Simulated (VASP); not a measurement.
# Ge2As in VASP: notebook, part 3 of 3

VASP 6.6.1. The steps go on from the part before.

## 6. Single point, PBE

Input file INCAR:

```
SYSTEM = Ge2As
PREC = Accurate ; ENCUT = 520
EDIFF = 1E-7 ; ISMEAR = -1
SIGMA = 0.05 ; LREAL = Auto
LASPH = .TRUE. ; NELM = 80
ALGO = Normal ; ISIF = 2
LWAVE = .FALSE. ; LCHARG = .FALSE.
GGA = PE ; NBANDS = 132
ISYM = 0
```

Input file KPOINTS:

```
Automatic mesh
0
Gamma
  1 1 1
  0.25 0.25 0.25
```

Input file POSCAR:

```
Ge2As
1.0
    8.2985660000      0.1181100000      0.0324410000
    0.1181100000      7.7552490000     -0.1054300000
    0.0324410000     -0.1054300000      7.8345330000
As Ge
7 14
Direct
    0.6023471636      0.2914490974      0.7800393124
    0.6551197836      0.1789511378      0.1409734412
    0.5258635139      0.8568157135      0.8206103085
    0.7388181838      0.5643731453      0.4008639519
    0.6296793976      0.6955039573      0.1255506299
    0.9266422759      0.0206049733      0.4411782017
    0.1653294122      0.1580203393     -0.0168250446
    0.1315078133      0.5600711008      0.7394881164
    0.5204080320      1.0235240853      0.5444705622
    0.3597874067      0.4045082223      0.0004313516
    0.4467754737      0.5556334971      0.6727096046
    0.4387279440      0.9561366166      0.2286891523
    0.8339506172      0.9200723119      1.0109436047
    0.1746953812      0.2612495276      0.5415575178
    0.1793793304      0.8367414157      0.4067772007
    0.8522662794      0.4255255641      0.0910639843
    0.5095833156      0.3564852916      0.4107378004
    0.1861707694      0.4722572927      0.2656599341
    0.8213293992      0.7787562631      0.6567575280
    0.9206030722      0.2070511242      0.7748786195
    0.2369044131      0.9618207365      0.7263785020
```

Potentials or basis: VASP PAW PBE potentials, release 64 (As, Ge_d).

Launch:

```bash
$ cat potpaw_PBE.64/As/POTCAR potpaw_PBE.64/Ge_d/POTCAR > POTCAR
$ mpirun -np 1 vasp_std > vasp.out
```

OUTCAR:

```text
SYSTEM = Ge2As
   PREC = Accurate
   ENCUT = 520
   EDIFF = 1E-7
   ISMEAR = -1
   LREAL = Auto
   LASPH = .TRUE.
   NELM = 80
   ISIF = 2
   GGA = PE
   ISYM = 0

 ion  position               nearest neighbor table
   1  0.602  0.291  0.780-  11 2.56  20 2.70  10 2.75   9 2.84
   2  0.655  0.179  0.141-  16 2.59  12 2.63  13 2.64  17 2.74
   3  0.526  0.857  0.821-   9 2.55  21 2.63  11 2.68  19 2.80   5 2.85
   4  0.739  0.564  0.401-  17 2.53   5 2.57  19 2.68  16 2.78
   5  0.630  0.696  0.126-   4 2.57  13 2.64  12 2.64  16 2.76   3 2.85
   6  0.927  0.021  0.441-  15 2.51  19 2.72  14 2.92
   7  0.165  0.158  0.983-  10 2.54  21 2.55  20 2.64
   8  0.132  0.560  0.739-  11 2.66  14 2.77
   9  0.520  0.024  0.544-   3 2.55  12 2.61  21 2.80  17 2.81   1 2.84
  10  0.360  0.405  0.000-   7 2.54  18 2.55   1 2.75
  11  0.447  0.556  0.673-   1 2.56  17 2.58   8 2.66   3 2.68
  12  0.439  0.956  0.229-   9 2.61   2 2.63   5 2.64  15 2.75
  13  0.834  0.920  0.011-   5 2.64   2 2.64
  14  0.175  0.261  0.542-  18 2.75   8 2.77  21 2.81  20 2.83   6 2.92
  15  0.179  0.837  0.407-   6 2.51  21 2.71  12 2.75
  16  0.852  0.426  0.091-   2 2.59   5 2.76   4 2.78
  17  0.510  0.356  0.411-   4 2.53  11 2.58   2 2.74   9 2.81
  18  0.186  0.472  0.266-  10 2.55  14 2.75
  19  0.821  0.779  0.657-   4 2.68   6 2.72   3 2.80
  20  0.921  0.207  0.775-   7 2.64   1 2.70  14 2.83
  21  0.237  0.962  0.726-   7 2.55   3 2.63  15 2.71   9 2.80  14 2.81

IMPORTANT INFORMATION: All symmetrisations will be switched off!
NOSYMM: (Re-)initialisation of all symmetry stuff for point group C_1.

----------------------------------------------------------------------------------------

                                     Primitive cell

  volume of cell :     504.0000

  direct lattice vectors                    reciprocal lattice vectors
     8.298566000  0.118110000  0.032441000     0.120531022 -0.001842772 -0.000523890
     0.118110000  7.755249000 -0.105430000    -0.001842772  0.128996693  0.001743550
     0.032441000 -0.105430000  7.834533000    -0.000523890  0.001743550  0.127665659

  length of vectors
     8.299469865  7.756864863  7.835309517     0.120546247  0.129021636  0.127678639

  position of ions in fractional coordinates (direct lattice)
     0.602347164  0.291449097  0.780039312
     0.655119784  0.178951138  0.140973441
     0.525863514  0.856815713  0.820610309
     0.738818184  0.564373145  0.400863952
     0.629679398  0.695503957  0.125550630
     0.926642276  0.020604973  0.441178202
[... 13 lines left out ...]
     0.920603072  0.207051124  0.774878620
     0.236904413  0.961820737  0.726378502

  ion indices of the primitive-cell ions
   primitive index   ion index
                 1           1
                 2           2
                 3           3
                 4           4
                 5           5
                 6           6
[... 13 lines left out ...]
                20          20
                21          21

----------------------------------------------------------------------------------------

 KPOINTS: Automatic mesh

Automatic generation of k-mesh.
 Grid dimensions read from file:
 generate k-points for:    1    1    1

 Generating k-lattice:

  Cartesian coordinates                     Fractional coordinates (reciprocal lattice)
     0.120531022 -0.001842772 -0.000523890     1.000000000  0.000000000 -0.000000000
    -0.001842772  0.128996693  0.001743550     0.000000000  1.000000000 -0.000000000
    -0.000523890  0.001743550  0.127665659    -0.000000000  0.000000000  1.000000000

  Length of vectors
     0.120546247  0.129021636  0.127678639

  Shift w.r.t. Gamma in fractional coordinates (k-lattice)
     0.250000000  0.250000000  0.250000000

 Subroutine IBZKPT returns following result:
 ===========================================

 Found      1 irreducible k-points:

 Following reciprocal coordinates:
            Coordinates               Weight
  0.250000  0.250000  0.250000      2.000000
   k-points           NKPTS =      1   k-points in BZ     NKDIM =      1   number of bands    NBANDS=    132
   number of dos      NEDOS =    301   number of ions     NIONS =     21
   total plane-waves  NPLWV = 230400
   dimension x,y,z NGX =    64 NGY =   60 NGZ =   60
   dimension x,y,z NGXF=   128 NGYF=  120 NGZF=  120
   ions per type =               7  14
   NGX,Y,Z   is equivalent  to a cutoff of  12.82, 12.86, 12.73 a.u.
   NGXF,Y,Z  is equivalent  to a cutoff of  25.64, 25.72, 25.46 a.u.
 SYSTEM =  Ge2As
   PREC   = accura    normal or accurate (medium, high low for compatibility)
   ISTART =      0    job   : 0-new  1-cont  2-samecut
   ICHARG =      2    charge: 1-file 2-atom 10-const
   ISPIN  =      1    spin polarized calculation?
   LNONCOLLINEAR =      F non collinear calculations
   LSORBIT =      F    spin-orbit coupling
   LASPH  =      T    aspherical Exc in radial PAW
   ENCUT  =  520.0 eV  38.22 Ry    6.18 a.u.  15.43 14.42 14.57*2*pi/ulx,y,z
   NELM   =     80;   NELMIN=  2; NELMDL= -5     # of ELM steps
   EDIFF  = 0.1E-06   stopping-criterion for ELM
   LREAL  =      T    real-space projection
   EDIFFG = 0.1E-05   stopping-criterion for IOM
   NSW    =      0    number of steps for IOM
   IBRION =     -1    ionic relax: 0-MD 1-quasi-New 2-CG
   NFREE  =      0    steps in history (QN), initial steepest desc. (CG)
   ISIF   =      2    stress and relaxation
   ISYM   =      0    0-nonsym 1-usesym 2-fastsym
   POTIM  = 0.5000    time-step for ionic-motion
   TEBEG  =    0.0;   TEEND  =   0.0 temperature during run
   PSTRESS=    0.0 pullay stress
   NELECT =     231.0000    total number of electrons
   NUPDOWN=      -1.0000    fix difference up-down
   EMIN   =  10.00;   EMAX   =-10.00  energy-range for DOS
   EFERMI =   0.00;   METHOD = LEGACY
   ISMEAR =    -1;   SIGMA  =   0.05  broadening in eV -4-tet -1-fermi 0-gaus
   EFERMI_NEDOS =   21; number of points for ismear=-14 and -15
   IALGO  =     38    algorithm
   IMIX   =      4    mixing-type and parameters
     AMIX     =   0.40;   BMIX     =  1.00
     AMIX_MAG =   1.60;   BMIX_MAG =  1.00
  volume/ion in A,a.u.               =      24.00       161.96
  Fermi-wavevector in a.u.,A,eV,Ry     =   1.262221  2.385251 21.676817  1.593201
  Thomas-Fermi vector in A             =   2.395640
   LORBIT       =      0    0 simple, 1 ext, 2 COOP (PROOUT), +10 PAW based schemes
   GGA     = PE    functional components
   LHFCALC =     F    Hartree Fock is set to
   AEXX    =    0.0000 exact exchange contribution
   IVDW    =     0    specifies the selected vdW correction
   LEPSILON=     F    determine dielectric tensor
   LRPA    =     F    only Hartree local field effects (RPA)
 non-spin polarized calculation
  energy-cutoff  :      520.00
  volume of cell :      504.00
 maximum number of plane-waves:     13581
 NGX is ok and might be reduce to    64
   NGX = 31   NGY = 29   NGZ = 29

 number of electron     231.0000031 magnetization

 Free energy of the ion-electron system (eV)
  ---------------------------------------------------
  ext. energy  EPLUGINS =         0.00000000
  ---------------------------------------------------
  free energy    TOTEN  =       -89.25808839 eV

  energy without entropy =      -89.16851372  energy(sigma->0) =      -89.21330106

 E-fermi :   4.2303     XC(G=0):  -9.7462

 val. band max:        4.2213573742   @ k =   0.2500   0.2500   0.2500
 cond. band min:       4.5462740546   @ k =   0.2500   0.2500   0.2500
 fundamental gap:      0.3249166804
 Fermi energy:         4.2303366003

 k-point     1 :       0.2500    0.2500    0.2500
  band No.  band energies     occupation
      1     -20.7388      2.00000
      2     -20.7013      2.00000
      3     -20.6822      2.00000
      4     -20.6771      2.00000
      5     -20.6635      2.00000
      6     -20.6352      2.00000
[... 119 lines left out ...]
    126       6.1624      0.00000
    127       6.3139      0.00000
 [bands above 127 left out]

------------------------ aborting loop because EDIFF is reached ----------------------------------------

  FORCE on cell =-STRESS in cart. coord.  units (eV):
  Direction    XX          YY          ZZ          XY          YZ          ZX
  --------------------------------------------------------------------------------------
  -------------------------------------------------------------------------------------
  Total       -6.9311845     -6.0175931     -3.4615990     -0.4897145      1.9487588     -1.9592205
  in kB      -22.0337026    -19.1294655    -11.0041570     -1.5567647      6.1949545     -6.2282112
  external PRESSURE =     -17.3891084 kB  Pullay stress =       0.0000000 kB

 VOLUME and BASIS-vectors are now :
 -----------------------------------------------------------------------------
  energy-cutoff  :      520.00
  volume of cell :      504.00
      direct lattice vectors                 reciprocal lattice vectors
     8.298566000  0.118110000  0.032441000     0.120531022 -0.001842772 -0.000523890
     0.118110000  7.755249000 -0.105430000    -0.001842772  0.128996693  0.001743550
     0.032441000 -0.105430000  7.834533000    -0.000523890  0.001743550  0.127665659

 POSITION                                       TOTAL-FORCE (eV/Angst)
 -----------------------------------------------------------------------------------
      5.05835      2.24916      6.10006         0.262630      0.059420      0.503566
      5.46226      1.45032      1.10685        -0.245558     -0.098704     -0.119985
      4.49173      6.62041      6.35582         0.582525     -0.673077      0.438517
      6.21079      4.42185      3.10505         0.418580      0.376407     -0.352477
      5.31166      5.45494      0.93073         0.010948     -0.317453     -0.281742
      7.70655      0.22273      3.48431        -0.275649      0.004108     -0.144869
[... 13 lines left out ...]
      7.68928      1.63277      6.07885        -0.110275     -0.017602     -0.127956
      2.10313      7.41056      5.59712        -0.238775     -0.179733      0.002040
 -----------------------------------------------------------------------------------
    total drift:                                0.004840      0.004422      0.002044

  FREE ENERGIE OF THE ION-ELECTRON SYSTEM (eV)
  ---------------------------------------------------
  free  energy   TOTEN  =       -89.2580883910 eV

  energy  without entropy=      -89.1685137222  energy(sigma->0) =      -89.21330106
```

It took 2.3 min on 1 thread of AMD EPYC 7R13 (Zen 3), shared host; peak memory 0.47 GiB.

Results:

| Item | Value |
| --- | --- |
| Free energy | -89.2581 eV |
| Pressure | -1.7 GPa |
| Largest force | 0.992 eV/Å |

Forces on the atoms (eV/Å):
```
As   0.263  0.059  0.504
As  -0.246 -0.099 -0.120
As   0.583 -0.673  0.439
As   0.419  0.376 -0.352
As   0.011 -0.317 -0.282
As  -0.276  0.004 -0.145
As  -0.067 -0.480 -0.006
Ge  -0.198  0.172 -0.384
Ge   0.091  0.502  0.230
Ge   0.017  0.111 -0.253
Ge  -0.312  0.894  0.192
Ge   0.121 -0.044  0.021
Ge   0.179  0.007  0.179
Ge  -0.099  0.321 -0.122
Ge  -0.064 -0.807 -0.050
Ge   0.078  0.180  0.205
Ge  -0.017  0.087 -0.138
Ge  -0.191  0.100  0.252
Ge   0.057 -0.194 -0.042
Ge  -0.110 -0.018 -0.128
Ge  -0.239 -0.180  0.002
```

Stress tensor (GPa, compression positive):
```
-2.20 -0.16 -0.62
-0.16 -1.91  0.62
-0.62  0.62 -1.10
```

Caveat: the k points lie up to 0.81 Å⁻¹ apart.
